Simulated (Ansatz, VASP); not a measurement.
## One calculation of BiSb, two programs

```
Sb Bi
1.0
     0.00000    3.12414    3.12414
     3.12414    0.00000    3.12414
     3.12414    3.12414    0.00000
Sb Bi
1 1
Direct
  0.00000 0.00000 0.00000
  0.50000 0.50000 0.50000
```

Alike in both runs: functional LDA; k mesh 12 × 12 × 12; occupations fermi-dirac, width 0.1 eV; no spin polarisation.

Ansatz relaxed the structure, and its values are those at the end. VASP's run is a single point on that final structure, the one shown.

|  | VASP | Ansatz |
| --- | --- | --- |
| version | VASP 6.6.1 | Ansatz 0.2.0 |
| potentials or method | VASP PAW LDA potentials, release 64 (Sb, Bi_d) | PAW with Ansatz's default frozen-core files, scalar-relativistic |
| plane-wave cutoff (eV) | 520 | 420 |
| valence electrons in the cell | 20 | 30 |

|  | VASP | Ansatz | Ansatz less VASP |
| --- | --- | --- | --- |
| pressure (GPa) | 0.1 | 0.0 | -0.11 |

LDA's correlation is that of Perdew and Zunger in VASP and of Perdew and Wang (1992) in Ansatz. VASP's potentials hold 20 valence electrons a cell and Ansatz's 30, so a difference there can come from the potentials and not from the codes.

Neither program's run includes spin-orbit coupling.
